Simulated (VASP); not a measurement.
# CaZr (P2_13) in VASP: single point with PBE

Aim: the single point of CaZr with PBE.

Program: VASP 6.6.1. These are calculated values, not measurements. Logs are shortened: lines on timing, memory, paths and dates and some standing lists are left out, and cuts for length are marked.

**1. The cell of the first run**

Symmetry: P2_13, No. 198, cubic system. Conventional cell: a = 6.130 Å, b = 6.130 Å, c = 6.130 Å, α = 90.00°, β = 90.00°, γ = 90.00°. Within 4.2 Å of Ca (site symmetry 3) lie 7 Zr at 3.16 to 3.34 Å and 6 Ca at 3.78 Å. Within 4.2 Å of Zr (site symmetry 3) lie 7 Ca at 3.16 to 3.34 Å and 6 Zr at 3.77 Å.

**2. Single point, PBE**

Contents of INCAR:

```
PREC = Accurate
ENCUT = 520
EDIFF = 1E-7
ISMEAR = 0
SIGMA = 0.1
LREAL = F
LASPH = T
NELM = 100
ALGO = Fast
ISIF = 2
LWAVE = F
LCHARG = T
GGA = PE
LELF = T
LVHAR = T
NBANDS = 54
```

Contents of KPOINTS:

```
Automatic mesh
0
Gamma
  6 6 6
```

Contents of POSCAR:

```
CaZr
1.0
    6.1296371329      0.0000000000      0.0000000000
    0.0000000000      6.1296371329      0.0000000000
    0.0000000000      0.0000000000      6.1296371329
Ca Zr
4 4
Direct
    0.8477970279      0.8477970279      0.8477970279
    0.6522029721      0.1522029721      0.3477970279
    0.3477970279      0.6522029721      0.1522029721
    0.1522029721      0.3477970279      0.6522029721
    0.1458803024      0.1458803024      0.1458803024
    0.3541196976      0.8541196976      0.6458803024
    0.6458803024      0.3541196976      0.8541196976
    0.8541196976      0.6458803024      0.3541196976
```

Potentials or basis: VASP PAW PBE potentials, release 64 (Ca_sv, Zr_sv).

Launch:

```console
$ cat potpaw_PBE.64/Ca_sv/POTCAR potpaw_PBE.64/Zr_sv/POTCAR > POTCAR
$ mpirun -np 1 vasp_std > vasp.out
```

OUTCAR:

```text
PREC = Accurate
   ENCUT = 520
   EDIFF = 1E-7
   ISMEAR = 0
   LREAL = F
   LASPH = T
   NELM = 100
   ISIF = 2
   GGA = PE

 ion  position               nearest neighbor table
   1  0.848  0.848  0.848-   5 3.16   6 3.27   7 3.27   8 3.27   7 3.34   8 3.34   6 3.34
   2  0.652  0.152  0.348-   6 3.16   5 3.27   7 3.27   8 3.27   7 3.34   8 3.34   5 3.34
   3  0.348  0.652  0.152-   7 3.16   6 3.27   5 3.27   8 3.27   8 3.34   6 3.34   5 3.34
   4  0.152  0.348  0.652-   8 3.16   6 3.27   7 3.27   5 3.27   6 3.34   5 3.34   7 3.34
   5  0.146  0.146  0.146-   1 3.16   2 3.27   3 3.27   4 3.27   3 3.34   4 3.34   2 3.34   6 3.77
                             7 3.77   8 3.77   6 3.77   8 3.77   7 3.77
   6  0.354  0.854  0.646-   2 3.16   1 3.27   3 3.27   4 3.27   3 3.34   4 3.34   1 3.34   8 3.77
                             5 3.77   5 3.77   7 3.77   7 3.77   8 3.77
   7  0.646  0.354  0.854-   3 3.16   2 3.27   1 3.27   4 3.27   4 3.34   2 3.34   1 3.34   8 3.77
                             5 3.77   8 3.77   6 3.77   6 3.77   5 3.77
   8  0.854  0.646  0.354-   4 3.16   2 3.27   3 3.27   1 3.27   2 3.34   1 3.34   3 3.34   7 3.77
                             5 3.77   7 3.77   5 3.77   6 3.77   6 3.77

  LATTYP: Found a simple cubic cell.
 ALAT       =     6.1296371329

  Lattice vectors:

 A1 = (   6.1296371329,   0.0000000000,   0.0000000000)
 A2 = (   0.0000000000,   6.1296371329,   0.0000000000)
 A3 = (   0.0000000000,   0.0000000000,   6.1296371329)

Analysis of symmetry for initial positions (statically):
=====================================================================
 Subroutine PRICEL returns:
 Original cell was already a primitive cell.

 Routine SETGRP: Setting up the symmetry group for a
 simple cubic supercell.

 Subroutine GETGRP returns: Found 12 space group operations
 (whereof  3 operations were pure point group operations)
 out of a pool of 48 trial point group operations.

The static configuration has the point symmetry C_3 .
 The point group associated with its full space group is T   .

Analysis of symmetry for dynamics (positions and initial velocities):
=====================================================================
 Subroutine PRICEL returns:
 Original cell was already a primitive cell.

 Routine SETGRP: Setting up the symmetry group for a
 simple cubic supercell.

 Subroutine GETGRP returns: Found 12 space group operations
 (whereof  3 operations were pure point group operations)
 out of a pool of 48 trial point group operations.

The dynamic configuration has the point symmetry C_3 .
 The point group associated with its full space group is T   .

 Subroutine INISYM returns: Found 12 space group operations
 (whereof  3 operations are pure point group operations),
 and found     1 'primitive' translations

----------------------------------------------------------------------------------------

                                     Primitive cell

  volume of cell :     230.3055

  direct lattice vectors                    reciprocal lattice vectors
     6.129637133  0.000000000  0.000000000     0.163141794  0.000000000  0.000000000
     0.000000000  6.129637133  0.000000000     0.000000000  0.163141794  0.000000000
     0.000000000  0.000000000  6.129637133     0.000000000  0.000000000  0.163141794

  length of vectors
     6.129637133  6.129637133  6.129637133     0.163141794  0.163141794  0.163141794

  position of ions in fractional coordinates (direct lattice)
     0.847797028  0.847797028  0.847797028
     0.652202972  0.152202972  0.347797028
     0.347797028  0.652202972  0.152202972
     0.152202972  0.347797028  0.652202972
     0.145880302  0.145880302  0.145880302
     0.354119698  0.854119698  0.645880302
     0.645880302  0.354119698  0.854119698
     0.854119698  0.645880302  0.354119698

  ion indices of the primitive-cell ions
   primitive index   ion index
                 1           1
                 2           2
                 3           3
                 4           4
                 5           5
                 6           6
                 7           7
                 8           8

----------------------------------------------------------------------------------------

 KPOINTS: Automatic mesh

Automatic generation of k-mesh.
 Grid dimensions read from file:
 generate k-points for:    6    6    6

 Generating k-lattice:

  Cartesian coordinates                     Fractional coordinates (reciprocal lattice)
     0.027190299  0.000000000  0.000000000     0.166666667  0.000000000  0.000000000
     0.000000000  0.027190299  0.000000000     0.000000000  0.166666667  0.000000000
     0.000000000  0.000000000  0.027190299     0.000000000  0.000000000  0.166666667

  Length of vectors
     0.027190299  0.027190299  0.027190299

  Shift w.r.t. Gamma in fractional coordinates (k-lattice)
     0.000000000  0.000000000  0.000000000

 Subroutine IBZKPT returns following result:
 ===========================================

 Found     24 irreducible k-points:

 Following reciprocal coordinates:
            Coordinates               Weight
  0.000000  0.000000  0.000000      1.000000
  0.166667  0.000000  0.000000      6.000000
  0.333333  0.000000  0.000000      6.000000
  0.500000  0.000000  0.000000      3.000000
  0.166667  0.166667  0.000000     12.000000
  0.333333  0.166667  0.000000     12.000000
[... 16 lines left out ...]
  0.500000  0.500000  0.333333      6.000000
  0.500000  0.500000  0.500000      1.000000
   k-points           NKPTS =     24   k-points in BZ     NKDIM =     24   number of bands    NBANDS=     54
   number of dos      NEDOS =    301   number of ions     NIONS =      8
   total plane-waves  NPLWV = 110592
   dimension x,y,z NGX =    48 NGY =   48 NGZ =   48
   dimension x,y,z NGXF=    96 NGYF=   96 NGZF=   96
   ions per type =               4   4
   NGX,Y,Z   is equivalent  to a cutoff of  13.02, 13.02, 13.02 a.u.
   NGXF,Y,Z  is equivalent  to a cutoff of  26.04, 26.04, 26.04 a.u.
 SYSTEM =  unknown system
   PREC   = accura    normal or accurate (medium, high low for compatibility)
   ISTART =      0    job   : 0-new  1-cont  2-samecut
   ICHARG =      2    charge: 1-file 2-atom 10-const
   ISPIN  =      1    spin polarized calculation?
   LNONCOLLINEAR =      F non collinear calculations
   LSORBIT =      F    spin-orbit coupling
   LASPH  =      T    aspherical Exc in radial PAW
   ENCUT  =  520.0 eV  38.22 Ry    6.18 a.u.  11.40 11.40 11.40*2*pi/ulx,y,z
   NELM   =    100;   NELMIN=  2; NELMDL= -5     # of ELM steps
   EDIFF  = 0.1E-06   stopping-criterion for ELM
   LREAL  =      F    real-space projection
   EDIFFG = 0.1E-05   stopping-criterion for IOM
   NSW    =      0    number of steps for IOM
   IBRION =     -1    ionic relax: 0-MD 1-quasi-New 2-CG
   NFREE  =      0    steps in history (QN), initial steepest desc. (CG)
   ISIF   =      2    stress and relaxation
   ISYM   =      2    0-nonsym 1-usesym 2-fastsym
   POTIM  = 0.5000    time-step for ionic-motion
   TEBEG  =    0.0;   TEEND  =   0.0 temperature during run
   PSTRESS=    0.0 pullay stress
   NELECT =      88.0000    total number of electrons
   NUPDOWN=      -1.0000    fix difference up-down
   EMIN   =  10.00;   EMAX   =-10.00  energy-range for DOS
   EFERMI =   0.00;   METHOD = LEGACY
   ISMEAR =     0;   SIGMA  =   0.10  broadening in eV -4-tet -1-fermi 0-gaus
   EFERMI_NEDOS =   21; number of points for ismear=-14 and -15
   IALGO  =     68    algorithm
   IMIX   =      4    mixing-type and parameters
     AMIX     =   0.40;   BMIX     =  1.00
     AMIX_MAG =   1.60;   BMIX_MAG =  1.00
  volume/ion in A,a.u.               =      28.79       194.27
  Fermi-wavevector in a.u.,A,eV,Ry     =   1.187958  2.244914 19.201132  1.411243
  Thomas-Fermi vector in A             =   2.324098
   LORBIT       =      0    0 simple, 1 ext, 2 COOP (PROOUT), +10 PAW based schemes
   GGA     = PE    functional components
   LHFCALC =     F    Hartree Fock is set to
   AEXX    =    0.0000 exact exchange contribution
   IVDW    =     0    specifies the selected vdW correction
   LEPSILON=     F    determine dielectric tensor
   LRPA    =     F    only Hartree local field effects (RPA)
 non-spin polarized calculation
 RMM-DIIS sequential band-by-band and
 Gauss-broadening in eV      SIGMA  =   0.10
  energy-cutoff  :      520.00
  volume of cell :      230.31
 maximum number of plane-waves:      6236
 NGX is ok and might be reduce to    48
   NGX = 23   NGY = 23   NGZ = 23

 number of electron      87.9999992 magnetization

 Free energy of the ion-electron system (eV)
  ---------------------------------------------------
  ext. energy  EPLUGINS =         0.00000000
  ---------------------------------------------------
  free energy    TOTEN  =       -36.70744860 eV

  energy without entropy =      -36.66998832  energy(sigma->0) =      -36.68871846

 E-fermi :   4.9755     XC(G=0):  -9.5632

 val. band max:        4.9702520493   @ k =   0.3333   0.1667   0.0000
 cond. band min:       4.9949360992   @ k =   0.3333   0.1667   0.0000
 fundamental gap:      0.0246840499
 Fermi energy:         4.9754859570

 k-point     1 :       0.0000    0.0000    0.0000
  band No.  band energies     occupation
      1     -44.2133      2.00000
      2     -44.2021      2.00000
      3     -44.2021      2.00000
      4     -44.2021      2.00000
      5     -35.4749      2.00000
      6     -35.4598      2.00000
[... 46 lines left out ...]
     53       6.4958      0.00000
     54       7.2286      0.00000

 k-point     2 :       0.1667    0.0000    0.0000
  band No.  band energies     occupation
      1     -44.2127      2.00000
      2     -44.2039      2.00000
      3     -44.2019      2.00000
      4     -44.2010      2.00000
      5     -35.4742      2.00000
      6     -35.4624      2.00000
[... 46 lines left out ...]
     53       6.4296      0.00000
     54       6.6164      0.00000
[... 1195 lines left out ...]
     53       6.1429      0.00000
     54       6.1814      0.00000

 k-point    24 :       0.5000    0.5000    0.5000
  band No.  band energies     occupation
      1     -44.2048      2.00000
      2     -44.2048      2.00000
      3     -44.2048      2.00000
      4     -44.2048      2.00000
      5     -35.4639      2.00000
      6     -35.4639      2.00000
[... 46 lines left out ...]
     53       6.1122      0.00000
     54       6.1122      0.00000

------------------------ aborting loop because EDIFF is reached ----------------------------------------

  FORCE on cell =-STRESS in cart. coord.  units (eV):
  Direction    XX          YY          ZZ          XY          YZ          ZX
  --------------------------------------------------------------------------------------
  -------------------------------------------------------------------------------------
  Total        0.0077787      0.0077787      0.0077787      0.0000000      0.0000000      0.0000000
  in kB        0.0541143      0.0541143      0.0541143      0.0000000      0.0000000      0.0000000
  external PRESSURE =       0.0541143 kB  Pullay stress =       0.0000000 kB

 VOLUME and BASIS-vectors are now :
 -----------------------------------------------------------------------------
  energy-cutoff  :      520.00
  volume of cell :      230.31
      direct lattice vectors                 reciprocal lattice vectors
     6.129637133  0.000000000  0.000000000     0.163141794  0.000000000  0.000000000
     0.000000000  6.129637133  0.000000000     0.000000000  0.163141794  0.000000000
     0.000000000  0.000000000  6.129637133     0.000000000  0.000000000  0.163141794

 POSITION                                       TOTAL-FORCE (eV/Angst)
 -----------------------------------------------------------------------------------
      5.19669      5.19669      5.19669         0.002628      0.002628      0.002628
      3.99777      0.93295      2.13187        -0.002628     -0.002628      0.002628
      2.13187      3.99777      0.93295         0.002628     -0.002628     -0.002628
      0.93295      2.13187      3.99777        -0.002628      0.002628     -0.002628
      0.89419      0.89419      0.89419         0.005437      0.005437      0.005437
      2.17063      5.23544      3.95901        -0.005437     -0.005437      0.005437
      3.95901      2.17063      5.23544         0.005437     -0.005437     -0.005437
      5.23544      3.95901      2.17063        -0.005437      0.005437     -0.005437
 -----------------------------------------------------------------------------------
    total drift:                               -0.000000     -0.000000     -0.000000

  FREE ENERGIE OF THE ION-ELECTRON SYSTEM (eV)
  ---------------------------------------------------
  free  energy   TOTEN  =       -36.7074485996 eV

  energy  without entropy=      -36.6699883169  energy(sigma->0) =      -36.68871846
```

Wall time 9.7 min (1 thread of Intel Xeon 6975P-C (Granite Rapids), shared host); peak memory 0.47 GiB.

What came out:

```yaml
Free_energy: -36.7074 eV
Pressure: 0.0 GPa
Largest_force: 0.009 eV/Å
Band_gap_on_the_k_mesh: zero (bands 44 and 45 overlap by 0.08 eV)
```

Forces on the atoms (eV/Å):
```
Ca   0.003  0.003  0.003
Ca  -0.003 -0.003  0.003
Ca   0.003 -0.003 -0.003
Ca  -0.003  0.003 -0.003
Zr   0.005  0.005  0.005
Zr  -0.005 -0.005  0.005
Zr   0.005 -0.005 -0.005
Zr  -0.005  0.005 -0.005
```

Levels at points of the mesh, in eV from the Fermi level:
```tsv
k point	band 40	band 41	band 42	band 43	band 44	band 45	band 46	band 47	band 48	band 49
(0.00, 0.00, 0.00)	-0.58	-0.58	-0.58	-0.05	-0.05	-0.05	0.20	0.20	0.22	0.50
(0.50, 0.00, 0.00)	-0.62	-0.50	-0.50	-0.14	-0.14	0.26	0.26	0.50	0.50	0.71
(0.50, 0.50, 0.00)	-1.03	-0.51	-0.51	-0.08	-0.08	0.38	0.38	0.45	0.45	0.83
(0.50, 0.50, 0.50)	-1.37	-0.59	-0.59	-0.59	-0.59	0.22	0.22	0.22	0.22	0.96
```

The gap in the log of VASP goes by the Fermi energy; the results here count the filled bands.